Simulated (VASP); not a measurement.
# KTaO3: single point with LDA

KTaO3:

```
CELL_PARAMETERS angstrom
3.98830 0.00000 0.00000
0.00000 3.98830 0.00000
0.00000 0.00000 3.98830
ATOMIC_POSITIONS crystal
Ta 0.00000 0.00000 0.00000
K 0.50000 0.50000 0.50000
O 0.00000 0.00000 0.50000
O 0.00000 0.50000 0.00000
O 0.50000 0.00000 0.00000
```

```yaml
Program: VASP 6.6.1
Task: single point
Functional: LDA
Potentials_or_basis: VASP PAW LDA potentials, release 64 (Ta_pv, K_sv, O)
Cutoff: 520 eV
k_mesh: 7 × 7 × 7
Occupations: fermi-dirac, width 0.05 eV
Spin: no spin polarisation
```

```
Pressure               : -4.4 GPa
Band gap on the k mesh : 2.08 eV (least direct gap 2.65 eV)
```

Levels at points of the mesh, in eV from the valence-band top:
```
           k point  band 15  band 16  band 17  band 18  band 19  band 20  band 21  band 22  band 23  band 24
(0.00, 0.00, 0.00)    -1.02    -1.02    -0.57    -0.57    -0.57     2.08     2.08     2.08     6.44     6.82
```

It took 51 s on 1 thread of Intel Xeon 8259CL, with other jobs on the host, peak memory 0.17 GiB.

Caveat: the cell stands under tension; spin-orbit coupling is left out, which moves the levels of the heavy elements; an odd mesh through Γ misses points on the zone boundary, where band edges can lie. LDA gaps usually lie below the measured ones, often by a third to a half.
